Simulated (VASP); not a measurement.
# Si (Fd-3m) in VASP: notebook, part 2 of 2

VASP 6.6.1.

## (4) Single point, PBEsol

This run uses another cell than the first one, of 20.05 Å³/atom, 1.231 times its volume.

Input file INCAR:

```
SYSTEM = Si
ALGO = Normal
EDIFF = 1E-6
ENCUT = 500
GGA = PS
GGA_COMPAT = .False.
ISIF = 2
ISMEAR = -1
LASPH = .True.
LCHARG = .True.
LELF = .True.
LREAL = .False.
LVHAR = .True.
LWAVE = .False.
NBANDS = 11
NELM = 120
PREC = Accurate
SIGMA = 0.08
```

Input file KPOINTS:

```
k-points
0
Gamma
  16 16 16
  0 0 0
```

Input file POSCAR:

```
Si
1.0
    0.0000000000      2.7167865915      2.7167865915
    2.7167865915      0.0000000000      2.7167865915
    2.7167865915      2.7167865915      0.0000000000
Si
2
Direct
    0.2500000000      0.2500000000      0.2500000000
    0.0000000000      0.0000000000      0.0000000000
```

Potentials or basis: VASP PAW PBE potentials, release 64 (Si).

Started as:

```bash
$ cat potpaw_PBE.64/Si/POTCAR > POTCAR
$ mpirun -np 1 vasp_std > vasp.out
```

OUTCAR:

```text
SYSTEM = Si
   EDIFF = 1E-6
   ENCUT = 500
   GGA = PS
   ISIF = 2
   ISMEAR = -1
   LASPH = .True.
   LREAL = .False.
   NELM = 120
   PREC = Accurate

 ion  position               nearest neighbor table
   1  0.250  0.250  0.250-   2 2.35   2 2.35   2 2.35   2 2.35
   2  0.000  0.000  0.000-   1 2.35   1 2.35   1 2.35   1 2.35

  LATTYP: Found a face centered cubic cell.
 ALAT       =     5.4335731830

  Lattice vectors:

 A1 = (   0.0000000000,   2.7167865915,   2.7167865915)
 A2 = (   2.7167865915,   0.0000000000,   2.7167865915)
 A3 = (   2.7167865915,   2.7167865915,   0.0000000000)

Analysis of symmetry for initial positions (statically):
=====================================================================
 Subroutine PRICEL returns:
 Original cell was already a primitive cell.

 Routine SETGRP: Setting up the symmetry group for a
 face centered cubic supercell.

 Subroutine GETGRP returns: Found 48 space group operations
 (whereof 24 operations were pure point group operations)
 out of a pool of 48 trial point group operations.

The static configuration has the point symmetry T_d .
 The point group associated with its full space group is O_h .

Analysis of symmetry for dynamics (positions and initial velocities):
=====================================================================
 Subroutine PRICEL returns:
 Original cell was already a primitive cell.

 Routine SETGRP: Setting up the symmetry group for a
 face centered cubic supercell.

 Subroutine GETGRP returns: Found 48 space group operations
 (whereof 24 operations were pure point group operations)
 out of a pool of 48 trial point group operations.

The dynamic configuration has the point symmetry T_d .
 The point group associated with its full space group is O_h .

 Subroutine INISYM returns: Found 48 space group operations
 (whereof 24 operations are pure point group operations),
 and found     1 'primitive' translations

----------------------------------------------------------------------------------------

                                     Primitive cell

  volume of cell :      40.1048

  direct lattice vectors                    reciprocal lattice vectors
     0.000000000  2.716786592  2.716786592    -0.184040955  0.184040955  0.184040955
     2.716786592  0.000000000  2.716786592     0.184040955 -0.184040955  0.184040955
     2.716786592  2.716786592  0.000000000     0.184040955  0.184040955 -0.184040955

  length of vectors
     3.842116444  3.842116444  3.842116444     0.318768285  0.318768285  0.318768285

  position of ions in fractional coordinates (direct lattice)
     0.250000000  0.250000000  0.250000000
     0.000000000  0.000000000  0.000000000

  ion indices of the primitive-cell ions
   primitive index   ion index
                 1           1
                 2           2

----------------------------------------------------------------------------------------

 KPOINTS: k-points

Automatic generation of k-mesh.
 Grid dimensions read from file:
 generate k-points for:   16   16   16

 Generating k-lattice:

  Cartesian coordinates                     Fractional coordinates (reciprocal lattice)
    -0.011502560  0.011502560  0.011502560     0.062500000  0.000000000  0.000000000
     0.011502560 -0.011502560  0.011502560     0.000000000  0.062500000  0.000000000
     0.011502560  0.011502560 -0.011502560     0.000000000  0.000000000  0.062500000

  Length of vectors
     0.019923018  0.019923018  0.019923018

  Shift w.r.t. Gamma in fractional coordinates (k-lattice)
     0.000000000  0.000000000  0.000000000

 Subroutine IBZKPT returns following result:
 ===========================================

 Found    145 irreducible k-points:

 Following reciprocal coordinates:
            Coordinates               Weight
  0.000000  0.000000  0.000000      1.000000
  0.062500  0.000000  0.000000      8.000000
  0.125000  0.000000  0.000000      8.000000
  0.187500  0.000000  0.000000      8.000000
  0.250000  0.000000  0.000000      8.000000
  0.312500  0.000000  0.000000      8.000000
[... 16 lines left out ...]
 -0.125000  0.062500  0.000000     24.000000
 -0.062500  0.062500  0.000000     12.000000
 [... further k-points ...]
   k-points           NKPTS =    145   k-points in BZ     NKDIM =    145   number of bands    NBANDS=     11
   number of dos      NEDOS =    301   number of ions     NIONS =      2
   total plane-waves  NPLWV =  21952
   dimension x,y,z NGX =    28 NGY =   28 NGZ =   28
   dimension x,y,z NGXF=    56 NGYF=   56 NGZF=   56
   ions per type =               2
   NGX,Y,Z   is equivalent  to a cutoff of  12.12, 12.12, 12.12 a.u.
   NGXF,Y,Z  is equivalent  to a cutoff of  24.23, 24.23, 24.23 a.u.
 SYSTEM =  Si
   PREC   = accura    normal or accurate (medium, high low for compatibility)
   ISTART =      0    job   : 0-new  1-cont  2-samecut
   ICHARG =      2    charge: 1-file 2-atom 10-const
   ISPIN  =      1    spin polarized calculation?
   LNONCOLLINEAR =      F non collinear calculations
   LSORBIT =      F    spin-orbit coupling
   LASPH  =      T    aspherical Exc in radial PAW
   ENCUT  =  500.0 eV  36.75 Ry    6.06 a.u.   7.01  7.01  7.01*2*pi/ulx,y,z
   NELM   =    120;   NELMIN=  2; NELMDL= -5     # of ELM steps
   EDIFF  = 0.1E-05   stopping-criterion for ELM
   LREAL  =      F    real-space projection
   EDIFFG = 0.1E-04   stopping-criterion for IOM
   NSW    =      0    number of steps for IOM
   IBRION =     -1    ionic relax: 0-MD 1-quasi-New 2-CG
   NFREE  =      0    steps in history (QN), initial steepest desc. (CG)
   ISIF   =      2    stress and relaxation
   ISYM   =      2    0-nonsym 1-usesym 2-fastsym
   POTIM  = 0.5000    time-step for ionic-motion
   TEBEG  =    0.0;   TEEND  =   0.0 temperature during run
   PSTRESS=    0.0 pullay stress
   NELECT =       8.0000    total number of electrons
   NUPDOWN=      -1.0000    fix difference up-down
   EMIN   =  10.00;   EMAX   =-10.00  energy-range for DOS
   EFERMI =   0.00;   METHOD = LEGACY
   ISMEAR =    -1;   SIGMA  =   0.08  broadening in eV -4-tet -1-fermi 0-gaus
   EFERMI_NEDOS =   21; number of points for ismear=-14 and -15
   IALGO  =     38    algorithm
   IMIX   =      4    mixing-type and parameters
     AMIX     =   0.40;   BMIX     =  1.00
     AMIX_MAG =   1.60;   BMIX_MAG =  1.00
  volume/ion in A,a.u.               =      20.05       135.32
  Fermi-wavevector in a.u.,A,eV,Ry     =   0.956546  1.807610 12.449068  0.914981
  Thomas-Fermi vector in A             =   2.085484
   LORBIT       =      0    0 simple, 1 ext, 2 COOP (PROOUT), +10 PAW based schemes
   GGA     = PS    functional components
   LHFCALC =     F    Hartree Fock is set to
   AEXX    =    0.0000 exact exchange contribution
   IVDW    =     0    specifies the selected vdW correction
   LEPSILON=     F    determine dielectric tensor
   LRPA    =     F    only Hartree local field effects (RPA)
 non-spin polarized calculation
  energy-cutoff  :      500.00
  volume of cell :       40.10
 maximum number of plane-waves:      1036
   NGX = 13   NGY = 13   NGZ = 13

 number of electron       8.0000001 magnetization

 Free energy of the ion-electron system (eV)
  ---------------------------------------------------
  ext. energy  EPLUGINS =         0.00000000
  ---------------------------------------------------
  free energy    TOTEN  =       -11.49353479 eV

  energy without entropy =      -11.49312163  energy(sigma->0) =      -11.49332821

 E-fermi :   6.0012     XC(G=0):  -9.5479

 val. band max:        5.7732911929   @ k =   0.0000   0.0000   0.0000
 cond. band min:       6.2369214917   @ k =   0.4375   0.4375   0.0000
 fundamental gap:      0.4636302988
 Fermi energy:         6.0011947023

 k-point     1 :       0.0000    0.0000    0.0000
  band No.  band energies     occupation
      1      -6.2060      2.00000
      2       5.7733      1.89051
      3       5.7733      1.89051
      4       5.7733      1.89051
      5       8.2903      0.00000
      6       8.2903      0.00000
      7       8.2903      0.00000
      8       9.0794      0.00000
      9      13.4612      0.00000
     10      13.4612      0.00000
     11      13.4775      0.00000
[... 309 lines left out ...]
 k-point    24 :      -0.0625    0.0625    0.0000
  band No.  band energies     occupation
      1      -6.0692      2.00000
      2       4.7181      2.00000
      3       5.2371      1.99986
      4       5.7105      1.94854
      5       8.4306      0.00000
      6       8.5306      0.00000
      7       8.5838      0.00000
      8      10.0127      0.00000
      9      12.8367      0.00000
     10      13.3177      0.00000
     11      14.0581      0.00000

 [... further k-points ...]
[... 5 lines left out ...]
  --------------------------------------------------------------------------------------
  -------------------------------------------------------------------------------------
  Total        0.0274114      0.0274114      0.0274114      0.0000000      0.0000000      0.0000000
  in kB        1.0950774      1.0950774      1.0950774      0.0000000      0.0000000      0.0000000
  external PRESSURE =       1.0950774 kB  Pullay stress =       0.0000000 kB

 VOLUME and BASIS-vectors are now :
 -----------------------------------------------------------------------------
  energy-cutoff  :      500.00
  volume of cell :       40.10
      direct lattice vectors                 reciprocal lattice vectors
     0.000000000  2.716786592  2.716786592    -0.184040955  0.184040955  0.184040955
     2.716786592  0.000000000  2.716786592     0.184040955 -0.184040955  0.184040955
     2.716786592  2.716786592  0.000000000     0.184040955  0.184040955 -0.184040955

 POSITION                                       TOTAL-FORCE (eV/Angst)
 -----------------------------------------------------------------------------------
      1.35839      1.35839      1.35839         0.000000     -0.000000     -0.000000
      0.00000      0.00000      0.00000        -0.000000      0.000000      0.000000
 -----------------------------------------------------------------------------------
    total drift:                                0.000000      0.000000     -0.000000

  FREE ENERGIE OF THE ION-ELECTRON SYSTEM (eV)
  ---------------------------------------------------
  free  energy   TOTEN  =       -11.4935347909 eV

  energy  without entropy=      -11.4931216306  energy(sigma->0) =      -11.49332821
```

OSZICAR:

```text
N       E                     dE             d eps       ncg     rms          rms(c)
DAV:   1     0.495409204948E+01    0.49541E+01   -0.30385E+03  3190   0.539E+02
DAV:   2    -0.112046331437E+02   -0.16159E+02   -0.15390E+02  4138   0.812E+01
DAV:   3    -0.117118906566E+02   -0.50726E+00   -0.50589E+00  4119   0.121E+01
DAV:   4    -0.117155968296E+02   -0.37062E-02   -0.37056E-02  3866   0.130E+00
DAV:   5    -0.117156313601E+02   -0.34531E-04   -0.34531E-04  4066   0.117E-01    0.496E+00
DAV:   6    -0.115625306790E+02    0.15310E+00   -0.82613E-02  3644   0.115E+00    0.297E+00
DAV:   7    -0.114928856339E+02    0.69645E-01   -0.14723E-01  3657   0.162E+00    0.181E-01
DAV:   8    -0.114934613741E+02   -0.57574E-03   -0.59055E-03  3675   0.426E-01    0.809E-02
DAV:   9    -0.114935240419E+02   -0.62668E-04   -0.97542E-05  4079   0.644E-02    0.568E-02
DAV:  10    -0.114935350310E+02   -0.10989E-04   -0.11469E-05  3746   0.184E-02    0.692E-03
DAV:  11    -0.114935347909E+02    0.24005E-06   -0.67676E-07  3540   0.409E-03
   1 F= -.11493535E+02 E0= -.11493328E+02  d E =-.413160E-03
```

stdout:

```text
POSCAR found type information on POSCAR Si
 POSCAR found :  1 types and       2 ions
 scaLAPACK will be used
 -----------------------------------------------------------------------------
|                                                                             |
|                                                                             |
|     You enforced a specific xc type in the INCAR file but a different       |
|     I HOPE YOU KNOW WHAT YOU ARE DOING!                                     |
|                                                                             |
 -----------------------------------------------------------------------------

 LDA part: xc-table for (Slater+PW92), standard interpolation
 POSCAR, INCAR and KPOINTS ok, starting setup
 FFT: planning ... GRIDC
 FFT: planning ... GRID_SOFT
 FFT: planning ... GRID
 WAVECAR not read
 entering main loop
```

Run time: 31 s. Hardware: 1 thread of Intel Xeon Platinum 8375C at 2.90GHz (Ice Lake), shared host; peak memory 0.18 GiB.

What came out:

```yaml
Free_energy: -11.4935 eV
Pressure: 0.1 GPa
Band_gap_on_the_k_mesh: 0.46 eV, indirect (least direct gap 2.52 eV)
```

Caveat: the PAW data sets were made with another functional, which shifts forces and pressure a little.

## (5) Relaxation of cell and atoms, PBEsol

This run uses another cell than the first one, of 19.98 Å³/atom, 1.227 times its volume.

Input file INCAR:

```
PREC = Accurate
ENCUT = 500
EDIFF = 1E-7
ISMEAR = -1
SIGMA = 0.08
LREAL = F
LASPH = T
NELM = 120
ALGO = Normal
ISIF = 3
LWAVE = F
LCHARG = F
GGA = PS
IBRION = 2
NSW = 100
EDIFFG = -0.002
GGA_COMPAT = F
NELMIN = 4
```

Input file KPOINTS:

```
Automatic mesh
0
Gamma
  16 16 16
```

Input file POSCAR:

```
Si
1.0
    0.0000000000      2.7135600000      2.7135600000
    2.7135600000      0.0000000000      2.7135600000
    2.7135600000      2.7135600000      0.0000000000
Si
2
Direct
    0.2500000000      0.2500000000      0.2500000000
    0.0000000000      0.0000000000      0.0000000000
```

Started as:

```bash
$ cat potpaw_PBE.64/Si/POTCAR > POTCAR
$ mpirun -np 1 vasp_std > vasp.out
```

Wall time 51 s (1 thread of Intel Xeon Platinum 8375C at 2.90GHz (Ice Lake), shared host); peak memory 0.17 GiB.

Results (log left out):

| Property | Result |
| --- | --- |
| Free energy | -11.4935 eV |
| Relaxed volume | 20.07 Å³/atom |
| Relaxed cell | a = 3.843 Å, b = 3.843 Å, c = 3.843 Å, α = 60.00°, β = 60.00°, γ = 60.00° |
| Space group after relaxing (to 0.05 Å) | Fd-3m (No. 227) |
| Energy gained by relaxing | 0.1 meV/atom |
| Ionic steps | 3 |
| Pressure after relaxing | 0.0 GPa |
| Band gap on the k mesh | 0.47 eV, indirect (least direct gap 2.52 eV) |

Step by step:
```
step  energy change (eV)  largest force (eV/Å)  pressure (GPa)  volume (Å³)
   1              0.0000                0.0000            0.44        39.96
   2             -0.0001                0.0000           -0.31        40.28
   3             -0.0003                0.0000            0.00        40.15
```

Final structure:
```
Si
1.0
     0.00000    2.71776    2.71776
     2.71776    0.00000    2.71776
     2.71776    2.71776    0.00000
Si
2
Direct
  0.25000 0.25000 0.25000
  0.00000 0.00000 0.00000
```

Levels at points of the mesh, in eV from the valence-band top:
| k point | band 1 | band 2 | band 3 | band 4 | band 5 | band 6 | band 7 | band 8 |
| --- | --- | --- | --- | --- | --- | --- | --- | --- |
| (0.00, 0.00, 0.00) | -11.97 | 0.00 | 0.00 | 0.00 | 2.52 | 2.52 | 2.52 | 3.29 |
| (0.50, 0.00, 0.00) | -9.63 | -7.00 | -1.20 | -1.20 | 1.46 | 3.27 | 3.27 | 7.51 |
| (0.50, 0.50, 0.00) | -7.82 | -7.82 | -2.87 | -2.87 | 0.59 | 0.59 | 10.04 | 10.04 |

Caveat: the PAW data sets were made with another functional, which shifts forces and pressure a little.

## (6) The runs side by side

| task | cell | k mesh | smearing | gap on the mesh (eV) | pressure (GPa) |
| --- | --- | --- | --- | --- | --- |
| single point | a = 3.585 Å, angles 60.0°, 2 atoms | 8 × 8 × 8 | gaussian 0.01 eV | 0.10 | 30.2 |
| relaxation of cell and atoms | relaxed to 30 GPa from a = 3.842 Å, angles 60.0°, 2 atoms | 8 × 8 × 8 | gaussian 0.01 eV | 0.10 | 30.0 |
| single point | a = 3.842 Å, angles 60.0°, 2 atoms | 16 × 16 × 16 | fermi-dirac 0.08 eV | 0.46 | 0.1 |
| relaxation of cell and atoms | relaxed from a = 3.838 Å, angles 60.0°, 2 atoms | 16 × 16 × 16 | fermi-dirac 0.08 eV | 0.47 | 0.0 |

Alike in all rows: level PBEsol; potentials or basis VASP PAW PBE potentials, release 64 (Si); no spin polarisation; cutoff (eV) 500.

Caveats: the PAW data sets were made with another functional, which shifts forces and pressure a little; the cell is relaxed towards a set pressure, so the enthalpy falls and the energy may rise (some runs); the volume moved by over 15 % at a fixed basis, so the end points are rough (some runs).

Total energies depend on the potentials used, so only differences within one code and one set of settings carry meaning.
